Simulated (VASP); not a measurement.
Wanted: the native input for a VASP 6.6.1 run.

| Item | Value |
| --- | --- |
| Task | relaxation of cell and atoms |
| Functional | PBE |
| Potentials or basis | VASP PAW PBE potentials, release 64 (Pd) |
| Cutoff | 600 eV |
| k mesh | 9 × 9 × 9 |
| Occupations | fermi-dirac, width 0.1 eV |
| Spin | no spin polarisation |
| Dipole correction | no |
| Further INCAR settings | ALGO = Normal; EDIFF = 1e-07; IBRION = 2; EDIFFG = -0.02; NSW = 80; ISIF = 3 |

The structure of Pd lies in POSCAR:

```
Pd
1.0
    0.0000000000      1.9465000000      1.9465000000
    1.9465000000      0.0000000000      1.9465000000
    1.9465000000      1.9465000000      0.0000000000
Pd
1
Direct
    0.0000000000      0.0000000000      0.0000000000
```

One way to write it, as run:

INCAR

```
PREC = Accurate
ENCUT = 600
EDIFF = 1E-7
ISMEAR = -1
SIGMA = 0.1
LREAL = F
LASPH = T
NELM = 100
ALGO = Normal
ISIF = 3
LWAVE = F
LCHARG = F
GGA = PE
IBRION = 2
NSW = 80
EDIFFG = -0.02
```

KPOINTS

```
Automatic mesh
0
Gamma
  9 9 9
```

Potentials or basis: VASP PAW PBE potentials, release 64 (Pd).

Command:

```console
$ cat potpaw_PBE.64/Pd/POTCAR > POTCAR
$ mpirun -np 1 vasp_std > vasp.out
```

It gave:

The relaxed volume is 15.31 Å³/atom. The relaxed cell is a = 2.787 Å, b = 2.787 Å, c = 2.787 Å, α = 60.00°, β = 60.00°, γ = 60.00°, the space group after relaxing (to 0.05 Å) is Fm-3m (No. 225) and the energy gained by relaxing is 11.2 meV/atom. The ionic steps are 3. The pressure after relaxing is -0.1 GPa and the band gap on the k mesh is zero (band 5 reaches 9.33 eV, above the bottom of band 6 at 7.94 eV).

Run time: 11 s on 1 thread of Intel(R) Xeon(R) Platinum 8375C CPU @ 2.90GHz (Ice Lake) (shared host), peak memory 0.15 GiB.
